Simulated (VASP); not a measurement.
# Mg5O (F-43m) in VASP: notebook

Runs on Mg5O. Level: PBE. Tasks: single point.

Everything below comes from runs of VASP 6.6.1. Logs are shortened: lines on timing, memory, paths and dates and some standing lists are left out, and cuts for length are marked.

## 1. The cell of the first run

It takes space group F-43m (No. 216, cubic). The conventional cell has a = 7.329 Å, b = 7.329 Å, c = 7.329 Å, α = 90.00°, β = 90.00°, γ = 90.00°. Within 3.4 Å of Mg (site symmetry 3m) lie 9 Mg at 2.58 to 3.04 Å and 3 O at 3.04 Å. Mg (site symmetry -43m) has 12 Mg at 3.04 Å and 4 O at 3.17 Å within 4.0 Å. Within 4.0 Å of O (site symmetry -43m) lie 16 Mg at 3.04 to 3.17 Å.

The cell was built from a structure type or drawn by symmetry, and may not be a known phase.

## 2. Single point, PBE, collinear spin, ferromagnetic start

File INCAR:

```
  ALGO = Normal
  EDIFF = 1E-6
  ENCUT = 520
  GGA = PE
  ISIF = 2
  ISMEAR = 0
  ISPIN = 2
  LASPH = True
  LCHARG = False
  LORBIT = 11
  LREAL = False
  LWAVE = False
  MAGMOM = 0 0 0 0 0 1
  NBANDS = 21
  NELM = 150
  PREC = Accurate
  SIGMA = 0.1
```

File KPOINTS:

```
k-points
0
Gamma
  4 4 4
```

File POSCAR:

```
Mg5O
1.0
    0.0000000000      3.6644584700      3.6644584700
    3.6644584700      0.0000000000      3.6644584700
    3.6644584700      3.6644584700      0.0000000000
Mg O
5 1
Direct
    0.3727328200      0.8757557300      0.8757557300
    0.8757557300      0.3727328200      0.8757557300
    0.8757557300      0.8757557300      0.3727328200
    0.8757557300      0.8757557300      0.8757557300
    0.5000000000      0.5000000000      0.5000000000
    0.2500000000      0.2500000000      0.2500000000
```

Potentials or basis: VASP PAW PBE potentials, release 64 (Mg, O).

Started as:

```bash
$ cat potpaw_PBE.64/Mg/POTCAR potpaw_PBE.64/O/POTCAR > POTCAR
$ mpirun -np 1 vasp_std > vasp.out
```

OUTCAR:

```text
EDIFF = 1E-6
   ENCUT = 520
   GGA = PE
   ISIF = 2
   ISMEAR = 0
   ISPIN = 2
   LASPH = True
   LORBIT = 11
   LREAL = False
   NELM = 150
   PREC = Accurate

 ion  position               nearest neighbor table
   1  0.373  0.876  0.876-   2 2.58   3 2.58   4 2.58   4 2.61   3 2.61   2 2.61   5 3.04   5 3.04
                             5 3.04
   2  0.876  0.373  0.876-   1 2.58   3 2.58   4 2.58   3 2.61   4 2.61   1 2.61   5 3.04   5 3.04
                             5 3.04
   3  0.876  0.876  0.373-   1 2.58   2 2.58   4 2.58   4 2.61   2 2.61   1 2.61   5 3.04   5 3.04
                             5 3.04
   4  0.876  0.876  0.876-   1 2.58   2 2.58   3 2.58   3 2.61   2 2.61   1 2.61   5 3.04   5 3.04
                             5 3.04
   5  0.500  0.500  0.500-   1 3.04   2 3.04   1 3.04   2 3.04   3 3.04   3 3.04   4 3.04   4 3.04
                             4 3.04   1 3.04   2 3.04   3 3.04
   6  0.250  0.250  0.250-

  LATTYP: Found a face centered cubic cell.
 ALAT       =     7.3289169400

  Lattice vectors:

 A1 = (   0.0000000000,   3.6644584700,   3.6644584700)
 A2 = (   3.6644584700,   0.0000000000,   3.6644584700)
 A3 = (   3.6644584700,   3.6644584700,   0.0000000000)

Analysis of symmetry for initial positions (statically):
=====================================================================
 Subroutine PRICEL returns:
 Original cell was already a primitive cell.

 Routine SETGRP: Setting up the symmetry group for a
 face centered cubic supercell.

 Subroutine GETGRP returns: Found 24 space group operations
 (whereof 24 operations were pure point group operations)
 out of a pool of 48 trial point group operations.

The static configuration has the point symmetry T_d .

Analysis of symmetry for dynamics (positions and initial velocities):
=====================================================================
 Subroutine PRICEL returns:
 Original cell was already a primitive cell.

 Routine SETGRP: Setting up the symmetry group for a
 face centered cubic supercell.

 Subroutine GETGRP returns: Found 24 space group operations
 (whereof 24 operations were pure point group operations)
 out of a pool of 48 trial point group operations.

The dynamic configuration has the point symmetry T_d .

Analysis of structural, dynamic, and magnetic symmetry:
=====================================================================
 Subroutine PRICEL returns:
 Original cell was already a primitive cell.

[... 133 lines left out ...]
 maximum number of plane-waves:      2685
 NGX is ok and might be reduce to    40
   NGX = 19   NGY = 19   NGZ = 19

 number of electron      15.9999997 magnetization       1.4384373

 Free energy of the ion-electron system (eV)
  ---------------------------------------------------
  ext. energy  EPLUGINS =         0.00000000
  ---------------------------------------------------
  free energy    TOTEN  =        -9.28958337 eV

  energy without entropy =       -9.28046263  energy(sigma->0) =       -9.28502300

 E-fermi :   3.6428     XC(G=0):  -9.3582

 val. band max:        3.4747729210   @ k =   0.0000   0.0000   0.0000
 cond. band min:       3.7063626885   @ k =   0.5000   0.2500   0.0000
 fundamental gap:      0.2315897675
 Fermi energy:         3.6427774339

 spin component 1

 k-point     1 :       0.0000    0.0000    0.0000
  band No.  band energies     occupation
      1     -13.2626      1.00000
      2      -3.5844      1.00000
      3       0.6794      1.00000
      4       0.6794      1.00000
      5       0.6794      1.00000
      6       2.3821      1.00000
[... 160 lines left out ...]
      6       1.4873      1.00000
[... 12 lines left out ...]
     19      11.6615      0.00000
     20      12.0846      0.00000
 Fermi energy:         3.6427774339

 spin component 2

 k-point     1 :       0.0000    0.0000    0.0000
  band No.  band energies     occupation
      1     -12.6196      1.00000
      2      -3.2253      1.00000
      3       1.1512      1.00000
      4       1.1512      1.00000
      5       1.1512      1.00000
      6       2.5042      1.00000
[... 160 lines left out ...]
      6       1.9050      1.00000
[... 12 lines left out ...]
     19      11.9589      0.00000
     20      12.4287      0.00000
 [bands above 20 left out]

------------------------ aborting loop because EDIFF is reached ----------------------------------------

  FORCE on cell =-STRESS in cart. coord.  units (eV):
  Direction    XX          YY          ZZ          XY          YZ          ZX
  --------------------------------------------------------------------------------------
  -------------------------------------------------------------------------------------
  Total       10.9230042     10.9230042     10.9230042      0.0000000     -0.0000000     -0.0000000
  in kB      177.8251872    177.8251872    177.8251872      0.0000000     -0.0000000     -0.0000000
  external PRESSURE =     177.8251872 kB  Pullay stress =       0.0000000 kB

 VOLUME and BASIS-vectors are now :
 -----------------------------------------------------------------------------
  energy-cutoff  :      520.00
  volume of cell :       98.41
      direct lattice vectors                 reciprocal lattice vectors
     0.000000000  3.664458470  3.664458470    -0.136445809  0.136445809  0.136445809
     3.664458470  0.000000000  3.664458470     0.136445809 -0.136445809  0.136445809
     3.664458470  3.664458470  0.000000000     0.136445809  0.136445809 -0.136445809

 POSITION                                       TOTAL-FORCE (eV/Angst)
 -----------------------------------------------------------------------------------
      6.41834      4.57503      4.57503        -0.149915      0.149915      0.149915
      4.57503      6.41834      4.57503         0.149915     -0.149915      0.149915
      4.57503      4.57503      6.41834         0.149915      0.149915     -0.149915
      6.41834      6.41834      6.41834        -0.149915     -0.149915     -0.149915
      3.66446      3.66446      3.66446         0.000000     -0.000000     -0.000000
      1.83223      1.83223      1.83223        -0.000000     -0.000000     -0.000000
 -----------------------------------------------------------------------------------
    total drift:                                0.000001      0.000001      0.000001

  FREE ENERGIE OF THE ION-ELECTRON SYSTEM (eV)
  ---------------------------------------------------
  free  energy   TOTEN  =        -9.2895833673 eV

  energy  without entropy=       -9.2804626254  energy(sigma->0) =       -9.28502300

 total charge

# of ion       s       p       d       tot
------------------------------------------
    1        0.263   0.191   0.023   0.477
    2        0.263   0.191   0.023   0.477
    3        0.263   0.191   0.023   0.477
    4        0.263   0.191   0.023   0.477
    5        0.239   0.135   0.014   0.388
    6        1.600   3.151   0.000   4.751
--------------------------------------------------
tot          2.890   4.050   0.107   7.048

 magnetization (x)

# of ion       s       p       d       tot
------------------------------------------
    1        0.018   0.022   0.004   0.045
    2        0.018   0.022   0.004   0.045
    3        0.018   0.022   0.004   0.045
    4        0.018   0.022   0.004   0.045
    5        0.001   0.049   0.004   0.053
    6        0.006   0.346   0.000   0.352
--------------------------------------------------
tot          0.080   0.484   0.021   0.585
```

Wall time 66 s (1 thread of Intel Xeon Platinum 8488C (Sapphire Rapids), shared host); peak memory 0.28 GiB.

Results:

```
Free energy                                           : -9.2896 eV
Pressure                                              : 17.8 GPa
Largest force                                         : 0.260 eV/Å
Net moment                                            : 1.44 μB per cell
Site moments                                          : Mg +0.04, +0.05 (each value once); O +0.35 μB
Valence electrons inside the program's atomic spheres : Mg 0.48, 0.39 (each value once); O 4.75
```

Forces on the atoms (eV/Å):
```
Mg  -0.150  0.150  0.150
Mg   0.150 -0.150  0.150
Mg   0.150  0.150 -0.150
Mg  -0.150 -0.150 -0.150
Mg   0.000  0.000  0.000
O    0.000  0.000  0.000
```

Caveat: the k points lie up to 0.37 Å⁻¹ apart.

## 3. Single point, PBE, collinear spin, ferromagnetic start

This run uses another cell than the first one, of 21.83 Å³/atom.

File INCAR:

```
PREC = Accurate ; ENCUT = 520
EDIFF = 1E-6 ; ISMEAR = 0
SIGMA = 0.1 ; LREAL = False
LASPH = True ; NELM = 150
ALGO = Normal ; ISIF = 2
LWAVE = False ; LCHARG = False
ISPIN = 2 ; MAGMOM = 0 0 0 0 0 1
LORBIT = 11 ; GGA = PE
NBANDS = 21
```

File KPOINTS:

```
regular mesh
0
Gamma
  4 4 4
```

File POSCAR:

```
Mg5O
1.0
    0.0000000000      4.0309761904      4.0309761904
    4.0309761904      0.0000000000      4.0309761904
    4.0309761904      4.0309761904      0.0000000000
Mg O
5 1
Direct
    0.3749118765      0.8750293745      0.8750293745
    0.8750293745      0.3749118765      0.8750293745
    0.8750293745      0.8750293745      0.3749118765
    0.8750293745      0.8750293745      0.8750293745
    0.5000000000      0.5000000000      0.5000000000
    0.2500000000      0.2500000000      0.2500000000
```

Potentials or basis: VASP PAW PBE potentials, release 64 (Mg, O).

Started as:

```bash
$ cat potpaw_PBE.64/Mg/POTCAR potpaw_PBE.64/O/POTCAR > POTCAR
$ mpirun -np 1 vasp_std > vasp.out
```

Wall time 96 s (1 thread of Intel Xeon Platinum 8488C (Sapphire Rapids), shared host); peak memory 0.32 GiB.

The run converged. Its results:

- Free energy: -10.6512 eV
- Pressure: 0.0 GPa
- Largest force: 0.003 eV/Å
- Band gap on the k mesh: zero (filled and empty bands overlap)
- Net moment: 0.00 μB per cell
- Valence electrons inside the program's atomic spheres: Mg 0.37, 0.32 (each value once); O 4.71

Forces in eV/Å, atoms in the order of the input:
```
Mg   0.002 -0.002 -0.002
Mg  -0.002  0.002 -0.002
Mg  -0.002 -0.002  0.002
Mg   0.002  0.002  0.002
Mg   0.000  0.000  0.000
O    0.000  0.000  0.000
```

Levels at points of the mesh, in eV from the Fermi level:
Spin up:
```csv
k point,band 3,band 4,band 5,band 6,band 7,band 8,band 9,band 10,band 11,band 12
"(0.00, 0.00, 0.00)",-1.69,-1.69,-1.69,-1.12,0.26,0.26,0.26,0.97,1.37,1.37
"(0.50, 0.00, 0.00)",-3.83,-1.83,-1.83,-1.59,-0.48,-0.31,-0.31,1.62,1.62,2.29
"(0.50, 0.50, 0.00)",-4.19,-2.49,-2.49,-2.16,-0.51,0.13,0.13,0.42,4.26,4.30
```
Spin down:
| k point | band 3 | band 4 | band 5 | band 6 | band 7 | band 8 | band 9 | band 10 | band 11 | band 12 |
| --- | --- | --- | --- | --- | --- | --- | --- | --- | --- | --- |
| (0.00, 0.00, 0.00) | -1.69 | -1.69 | -1.69 | -1.12 | 0.26 | 0.26 | 0.26 | 0.97 | 1.37 | 1.37 |
| (0.50, 0.00, 0.00) | -3.83 | -1.83 | -1.83 | -1.59 | -0.48 | -0.31 | -0.31 | 1.62 | 1.62 | 2.29 |
| (0.50, 0.50, 0.00) | -4.19 | -2.49 | -2.49 | -2.16 | -0.51 | 0.13 | 0.13 | 0.42 | 4.26 | 4.30 |

Caveat: semilocal functionals underestimate gaps, so a narrow gap can read as zero.
